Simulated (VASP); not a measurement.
# BaRhS3 (Pm-3m) in VASP: single point with PBE

Aim: the single point of BaRhS3 with PBE.

All numbers are computed with VASP 6.6.1; they aren't measurements. Logs are shortened: lines on timing, memory, paths and dates and some standing lists are left out, and cuts for length are marked.

## 1. The cell of the first run

It takes space group Pm-3m (No. 221, cubic). Conventional cell: a = 4.801 Å, b = 4.801 Å, c = 4.801 Å, α = 90.00°, β = 90.00°, γ = 90.00°. Ba (site symmetry m-3m) has 12 S at 3.39 Å and 8 Rh at 4.16 Å within 4.5 Å. Rh (site symmetry m-3m) has 6 S at 2.40 Å within 3.2 Å. S (site symmetry 4/mmm) has 2 Rh at 2.40 Å within 3.2 Å.

## 2. Single point, PBE, collinear spin, ferromagnetic start

Contents of INCAR:

```
SYSTEM = BaRhS3
PREC     = Accurate       ! precision mode
ENCUT    = 520            ! plane-wave cutoff, eV
EDIFF    = 1E-6           ! SCF threshold, eV
ISMEAR   = 0              ! smearing method
SIGMA    = 0.1            ! smearing width, eV
LREAL    = .False.        ! projectors in reciprocal space
LASPH    = .True.         ! aspherical terms in the spheres
NELM     = 150            ! most SCF steps
ALGO     = Normal         ! electronic algorithm
ISIF     = 2              ! what is computed and relaxed
LWAVE    = .False.        ! write WAVECAR
LCHARG   = .False.        ! write CHGCAR
ISPIN    = 2              ! spin polarisation
MAGMOM   = 0 0.85 0.24 0.24 0.24 ! initial moments
LORBIT   = 11             ! projections on sites
LMAXMIX  = 4              ! l up to which the mixer works
GGA      = PE             ! functional
NBANDS   = 34             ! bands
```

Contents of KPOINTS:

```
regular mesh
0
Gamma
  8 8 8
  0 0 0
```

Contents of POSCAR:

```
BaRhS3
1.0
    4.8005190325      0.0000000000      0.0000000000
    0.0000000000      4.8005190325      0.0000000000
    0.0000000000      0.0000000000      4.8005190325
Ba Rh S
1 1 3
Direct
    0.5000000000      0.5000000000      0.5000000000
    0.0000000000      0.0000000000      0.0000000000
    0.5000000000      0.0000000000      0.0000000000
    0.0000000000      0.5000000000      0.0000000000
    0.0000000000      0.0000000000      0.5000000000
```

Potentials or basis: VASP PAW PBE potentials, release 64 (Ba_sv, Rh_pv, S).

Launch:

```
cat potpaw_PBE.64/Ba_sv/POTCAR potpaw_PBE.64/Rh_pv/POTCAR potpaw_PBE.64/S/POTCAR > POTCAR
mpirun -np 1 vasp_std > vasp.out
```

OUTCAR:

```text
SYSTEM = BaRhS3
   PREC = Accurate
   ENCUT = 520
   EDIFF = 1E-6
   ISMEAR = 0
   LREAL = .False.
   LASPH = .True.
   NELM = 150
   ISIF = 2
   ISPIN = 2
   LORBIT = 11
   GGA = PE

 ion  position               nearest neighbor table
   1  0.500  0.500  0.500-   3 3.39   4 3.39   5 3.39   3 3.39   4 3.39   3 3.39   5 3.39   3 3.39
                             4 3.39   5 3.39   4 3.39   5 3.39
   2  0.000  0.000  0.000-   3 2.40   4 2.40   5 2.40   5 2.40   4 2.40   3 2.40
   3  0.500  0.000  0.000-   2 2.40   2 2.40   1 3.39   1 3.39   1 3.39   1 3.39
   4  0.000  0.500  0.000-   2 2.40   2 2.40   1 3.39   1 3.39   1 3.39   1 3.39
   5  0.000  0.000  0.500-   2 2.40   2 2.40   1 3.39   1 3.39   1 3.39   1 3.39

  LATTYP: Found a simple cubic cell.
 ALAT       =     4.8005190325

  Lattice vectors:

 A1 = (   4.8005190325,   0.0000000000,   0.0000000000)
 A2 = (   0.0000000000,   4.8005190325,   0.0000000000)
 A3 = (   0.0000000000,   0.0000000000,   4.8005190325)

Analysis of symmetry for initial positions (statically):
=====================================================================
 Subroutine PRICEL returns:
 Original cell was already a primitive cell.

 Routine SETGRP: Setting up the symmetry group for a
 simple cubic supercell.

 Subroutine GETGRP returns: Found 48 space group operations
 (whereof 48 operations were pure point group operations)
 out of a pool of 48 trial point group operations.

The static configuration has the point symmetry O_h .

Analysis of symmetry for dynamics (positions and initial velocities):
=====================================================================
 Subroutine PRICEL returns:
 Original cell was already a primitive cell.

 Routine SETGRP: Setting up the symmetry group for a
 simple cubic supercell.

 Subroutine GETGRP returns: Found 48 space group operations
 (whereof 48 operations were pure point group operations)
 out of a pool of 48 trial point group operations.

The dynamic configuration has the point symmetry O_h .

Analysis of structural, dynamic, and magnetic symmetry:
=====================================================================
 Subroutine PRICEL returns:
 Original cell was already a primitive cell.

 Routine SETGRP: Setting up the symmetry group for a
 simple cubic supercell.

 Subroutine GETGRP returns: Found 48 space group operations
 (whereof 48 operations were pure point group operations)
 out of a pool of 48 trial point group operations.

The overall configuration has the point symmetry O_h .

 Subroutine INISYM returns: Found 48 space group operations
 (whereof 48 operations are pure point group operations),
 and found     1 'primitive' translations

----------------------------------------------------------------------------------------

                                     Primitive cell

  volume of cell :     110.6279

  direct lattice vectors                    reciprocal lattice vectors
     4.800519032  0.000000000  0.000000000     0.208310808  0.000000000  0.000000000
     0.000000000  4.800519032  0.000000000     0.000000000  0.208310808  0.000000000
     0.000000000  0.000000000  4.800519032     0.000000000  0.000000000  0.208310808

  length of vectors
     4.800519032  4.800519032  4.800519032     0.208310808  0.208310808  0.208310808

  position of ions in fractional coordinates (direct lattice)
     0.500000000  0.500000000  0.500000000
     0.000000000  0.000000000  0.000000000
     0.500000000  0.000000000  0.000000000
     0.000000000  0.500000000  0.000000000
     0.000000000  0.000000000  0.500000000

  ion indices of the primitive-cell ions
   primitive index   ion index
                 1           1
                 2           2
                 3           3
                 4           4
                 5           5

----------------------------------------------------------------------------------------

 KPOINTS: regular mesh

Automatic generation of k-mesh.
 Grid dimensions read from file:
 generate k-points for:    8    8    8

 Generating k-lattice:

  Cartesian coordinates                     Fractional coordinates (reciprocal lattice)
     0.026038851  0.000000000  0.000000000     0.125000000  0.000000000  0.000000000
     0.000000000  0.026038851  0.000000000     0.000000000  0.125000000  0.000000000
     0.000000000  0.000000000  0.026038851     0.000000000  0.000000000  0.125000000

  Length of vectors
     0.026038851  0.026038851  0.026038851

  Shift w.r.t. Gamma in fractional coordinates (k-lattice)
     0.000000000  0.000000000  0.000000000

 Subroutine IBZKPT returns following result:
 ===========================================

 Found     35 irreducible k-points:

 Following reciprocal coordinates:
            Coordinates               Weight
  0.000000  0.000000  0.000000      1.000000
  0.125000  0.000000  0.000000      6.000000
  0.250000  0.000000  0.000000      6.000000
  0.375000  0.000000  0.000000      6.000000
  0.500000  0.000000  0.000000      3.000000
  0.125000  0.125000  0.000000     12.000000
[... 16 lines left out ...]
  0.375000  0.375000  0.125000     24.000000
  0.500000  0.375000  0.125000     24.000000
 [... further k-points ...]
   k-points           NKPTS =     35   k-points in BZ     NKDIM =     35   number of bands    NBANDS=     34
   number of dos      NEDOS =    301   number of ions     NIONS =      5
   total plane-waves  NPLWV =  46656
   dimension x,y,z NGX =    36 NGY =   36 NGZ =   36
   dimension x,y,z NGXF=    72 NGYF=   72 NGZF=   72
   ions per type =               1   1   3
   NGX,Y,Z   is equivalent  to a cutoff of  12.47, 12.47, 12.47 a.u.
   NGXF,Y,Z  is equivalent  to a cutoff of  24.93, 24.93, 24.93 a.u.
 SYSTEM =  BaRhS3
   PREC   = accura    normal or accurate (medium, high low for compatibility)
   ISTART =      0    job   : 0-new  1-cont  2-samecut
   ICHARG =      2    charge: 1-file 2-atom 10-const
   ISPIN  =      2    spin polarized calculation?
   LNONCOLLINEAR =      F non collinear calculations
   LSORBIT =      F    spin-orbit coupling
   LASPH  =      T    aspherical Exc in radial PAW
   ENCUT  =  520.0 eV  38.22 Ry    6.18 a.u.   8.93  8.93  8.93*2*pi/ulx,y,z
   NELM   =    150;   NELMIN=  2; NELMDL= -5     # of ELM steps
   EDIFF  = 0.1E-05   stopping-criterion for ELM
   LREAL  =      F    real-space projection
   EDIFFG = 0.1E-04   stopping-criterion for IOM
   NSW    =      0    number of steps for IOM
   IBRION =     -1    ionic relax: 0-MD 1-quasi-New 2-CG
   NFREE  =      0    steps in history (QN), initial steepest desc. (CG)
   ISIF   =      2    stress and relaxation
   ISYM   =      2    0-nonsym 1-usesym 2-fastsym
   POTIM  = 0.5000    time-step for ionic-motion
   TEBEG  =    0.0;   TEEND  =   0.0 temperature during run
   PSTRESS=    0.0 pullay stress
   NELECT =      43.0000    total number of electrons
   NUPDOWN=      -1.0000    fix difference up-down
   EMIN   =  10.00;   EMAX   =-10.00  energy-range for DOS
   EFERMI =   0.00;   METHOD = LEGACY
   ISMEAR =     0;   SIGMA  =   0.10  broadening in eV -4-tet -1-fermi 0-gaus
   EFERMI_NEDOS =   21; number of points for ismear=-14 and -15
   IALGO  =     38    algorithm
   IMIX   =      4    mixing-type and parameters
     AMIX     =   0.40;   BMIX     =  1.00
     AMIX_MAG =   1.60;   BMIX_MAG =  1.00
  volume/ion in A,a.u.               =      22.13       149.31
  Fermi-wavevector in a.u.,A,eV,Ry     =   1.194747  2.257745 19.421249  1.427422
  Thomas-Fermi vector in A             =   2.330730
   LORBIT       =     11    0 simple, 1 ext, 2 COOP (PROOUT), +10 PAW based schemes
   GGA     = PE    functional components
   LHFCALC =     F    Hartree Fock is set to
   AEXX    =    0.0000 exact exchange contribution
   IVDW    =     0    specifies the selected vdW correction
   LEPSILON=     F    determine dielectric tensor
   LRPA    =     F    only Hartree local field effects (RPA)
 spin polarized calculation
 Gauss-broadening in eV      SIGMA  =   0.10
  energy-cutoff  :      520.00
  volume of cell :      110.63
 maximum number of plane-waves:      3016
 NGX is ok and might be reduce to    36
   NGX = 17   NGY = 17   NGZ = 17

 number of electron      42.9999997 magnetization       1.5942241

 Free energy of the ion-electron system (eV)
  ---------------------------------------------------
  ext. energy  EPLUGINS =         0.00000000
  ---------------------------------------------------
  free energy    TOTEN  =       -25.28194572 eV

  energy without entropy =      -25.25269935  energy(sigma->0) =      -25.26732253

 E-fermi :   4.5032     XC(G=0): -10.0825

 val. band max:        4.4958871170   @ k =   0.5000   0.3750   0.3750
 cond. band min:       4.5196147974   @ k =   0.3750   0.2500   0.0000
 fundamental gap:      0.0237276804
 Fermi energy:         4.5032377601

 spin component 1

 k-point     1 :       0.0000    0.0000    0.0000
  band No.  band energies     occupation
      1     -42.2316      1.00000
      2     -42.2316      1.00000
      3     -42.2316      1.00000
      4     -22.1953      1.00000
      5      -8.7777      1.00000
      6      -7.4064      1.00000
[... 25 lines left out ...]
     32      15.0904      0.00000
     33      15.0904      0.00000

 k-point     2 :       0.1250    0.0000    0.0000
  band No.  band energies     occupation
      1     -42.2317      1.00000
      2     -42.2316      1.00000
      3     -42.2316      1.00000
      4     -22.1941      1.00000
      5      -8.7880      1.00000
      6      -7.5810      1.00000
[... 25 lines left out ...]
     32      14.7444      0.00000
     33      15.0865      0.00000
[... 754 lines left out ...]
     32      13.0814      0.00000
     33      13.0868      0.00000

 k-point    24 :       0.5000    0.3750    0.1250
  band No.  band energies     occupation
      1     -42.2325      1.00000
      2     -42.2324      1.00000
      3     -42.2317      1.00000
      4     -22.1801      1.00000
      5      -8.3655      1.00000
      6      -8.1115      1.00000
[... 25 lines left out ...]
     32      12.6035      0.00000
     33      13.2110      0.00000

 [... further k-points ...]

 spin component 2

 k-point     1 :       0.0000    0.0000    0.0000
  band No.  band energies     occupation
      1     -41.7375      1.00000
      2     -41.7375      1.00000
      3     -41.7375      1.00000
      4     -22.1858      1.00000
      5      -8.5327      1.00000
      6      -7.3909      1.00000
[... 25 lines left out ...]
     32      15.2680      0.00000
     33      15.2680      0.00000

 k-point     2 :       0.1250    0.0000    0.0000
  band No.  band energies     occupation
      1     -41.7377      1.00000
      2     -41.7375      1.00000
      3     -41.7375      1.00000
      4     -22.1846      1.00000
      5      -8.5545      1.00000
      6      -7.4534      1.00000
[... 25 lines left out ...]
     32      14.9129      0.00000
     33      15.2559      0.00000
[... 754 lines left out ...]
     32      13.2200      0.00000
     33      13.2266      0.00000

 k-point    24 :       0.5000    0.3750    0.1250
  band No.  band energies     occupation
      1     -41.7385      1.00000
      2     -41.7383      1.00000
      3     -41.7376      1.00000
      4     -22.1709      1.00000
      5      -8.2033      1.00000
      6      -7.9771      1.00000
[... 25 lines left out ...]
     32      12.7415      0.00000
     33      13.3521      0.00000

 [... further k-points ...]

 [bands above 33 left out]

------------------------ aborting loop because EDIFF is reached ----------------------------------------

  FORCE on cell =-STRESS in cart. coord.  units (eV):
  Direction    XX          YY          ZZ          XY          YZ          ZX
  --------------------------------------------------------------------------------------
  -------------------------------------------------------------------------------------
  Total        0.2210011      0.2210011      0.2210011      0.0000000      0.0000000      0.0000000
  in kB        3.2006665      3.2006665      3.2006665      0.0000000      0.0000000      0.0000000
  external PRESSURE =       3.2006665 kB  Pullay stress =       0.0000000 kB

 VOLUME and BASIS-vectors are now :
 -----------------------------------------------------------------------------
  energy-cutoff  :      520.00
  volume of cell :      110.63
      direct lattice vectors                 reciprocal lattice vectors
     4.800519032  0.000000000  0.000000000     0.208310808  0.000000000  0.000000000
     0.000000000  4.800519032  0.000000000     0.000000000  0.208310808  0.000000000
     0.000000000  0.000000000  4.800519032     0.000000000  0.000000000  0.208310808

 POSITION                                       TOTAL-FORCE (eV/Angst)
 -----------------------------------------------------------------------------------
      2.40026      2.40026      2.40026         0.000000      0.000000      0.000000
      0.00000      0.00000      0.00000         0.000000      0.000000      0.000000
      2.40026      0.00000      0.00000         0.000000      0.000000      0.000000
      0.00000      2.40026      0.00000         0.000000      0.000000      0.000000
      0.00000      0.00000      2.40026         0.000000      0.000000      0.000000
 -----------------------------------------------------------------------------------
    total drift:                               -0.000000      0.000000     -0.000000

  FREE ENERGIE OF THE ION-ELECTRON SYSTEM (eV)
  ---------------------------------------------------
  free  energy   TOTEN  =       -25.2819457182 eV

  energy  without entropy=      -25.2526993456  energy(sigma->0) =      -25.26732253

 total charge

# of ion       s       p       d       tot
------------------------------------------
    1        1.998   5.604   0.248   7.850
    2        0.326   6.253   7.119  13.699
    3        1.352   2.319   0.000   3.671
    4        1.352   2.319   0.000   3.671
    5        1.352   2.319   0.000   3.671
--------------------------------------------------
tot          6.382  18.815   7.367  32.564

 magnetization (x)

# of ion       s       p       d       tot
------------------------------------------
    1       -0.000   0.008   0.009   0.016
    2        0.002   0.000   0.620   0.623
    3        0.006   0.192   0.000   0.198
    4        0.006   0.192   0.000   0.198
    5        0.006   0.192   0.000   0.198
--------------------------------------------------
tot          0.020   0.583   0.629   1.232
```

Run time: 2.3 min. Hardware: 1 thread of Intel Xeon 6975P-C (Granite Rapids), shared host; peak memory 0.37 GiB.

What came out:

```
Free energy                                           : -25.2819 eV
Pressure                                              : 0.3 GPa
Net moment                                            : 1.59 μB per cell
Site moments                                          : Ba +0.02; Rh +0.62; S +0.20 μB
Valence electrons inside the program's atomic spheres : Ba 7.85; Rh 13.70; S 3.67
```

Caveat: spin-orbit coupling is left out, which moves the levels of the heavy elements.
